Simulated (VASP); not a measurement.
Write the native input for VASP 6.6.1 that does the following.

| Property | Result |
| --- | --- |
| Task | single point |
| Functional | PBE |
| Potentials or basis | VASP PAW PBE potentials, release 64 (Mo_sv, Pb_d, S) |
| Cutoff | 520 eV |
| k mesh | 6 × 6 × 4 |
| Occupations | gaussian, width 0.1 eV |
| Spin | collinear spin |
| Starting moments | [1.0, 0.0, 0.0, 0.0, 0.0] μB |
| Dipole correction | no |
| Further INCAR settings | ALGO = Normal; EDIFF = 1e-06; NBANDS = 35 |

The structure of MoPbS3 lies in POSCAR:

```
MoPbS3
1.0
    5.2008399470     -0.0000000032      0.0000000000
   -2.6004199708      4.5040595167      0.0000000000
    0.0000000000      0.0000000000      4.8088118767
Mo Pb S
1 1 3
Direct
    0.0000000000      0.0000000000      0.5000000000
    0.3333333333      0.6666666667      0.0000000000
    0.6666666667      0.3333333333      0.2849550229
    0.6666666667      0.3333333333      0.7150449771
    0.0000000000      0.0000000000      0.0000000000
```

The cell was built from a structure type or drawn by symmetry, and may not be a known phase.

The input as run:

INCAR

```
SYSTEM = MoPbS3
PREC     = Accurate       ! precision mode
ENCUT    = 520            ! plane-wave cutoff, eV
EDIFF    = 1E-6           ! SCF threshold, eV
ISMEAR   = 0              ! smearing method
SIGMA    = 0.1            ! smearing width, eV
LREAL    = .FALSE.        ! projectors in reciprocal space
LASPH    = .TRUE.         ! aspherical terms in the spheres
NELM     = 150            ! most SCF steps
ALGO     = Normal         ! electronic algorithm
ISIF     = 2              ! what is computed and relaxed
LWAVE    = .FALSE.        ! write WAVECAR
LCHARG   = .FALSE.        ! write CHGCAR
ISPIN    = 2              ! spin polarisation
MAGMOM   = 1 0 0 0 0      ! initial moments
LORBIT   = 11             ! projections on sites
LMAXMIX  = 4              ! l up to which the mixer works
GGA      = PE             ! functional
NBANDS   = 35             ! bands
```

KPOINTS

```
regular mesh
0
G
  6 6 4
  0 0 0
```

Potentials or basis: VASP PAW PBE potentials, release 64 (Mo_sv, Pb_d, S).

Run with:

```console
$ cat potpaw_PBE.64/Mo_sv/POTCAR potpaw_PBE.64/Pb_d/POTCAR potpaw_PBE.64/S/POTCAR > POTCAR
$ mpirun -np 1 vasp_std > vasp.out
```

Results of the run:

```yaml
Pressure: -0.1 GPa
Largest_force: 0.144 eV/Å
Net_moment: 3.31 μB per cell
Site_moments: Mo +2.71; Pb -0.00; S +0.04, -0.04 (each value once) μB
Valence_electrons_inside_the_program's_atomic_spheres: Mo 12.07; Pb 11.81; S 3.63, 3.73 (each value once)
```

Wall time 2.4 min on 1 thread of AMD EPYC 7R13 Processor (Zen 3), with other jobs on the host, peak memory 0.32 GiB.
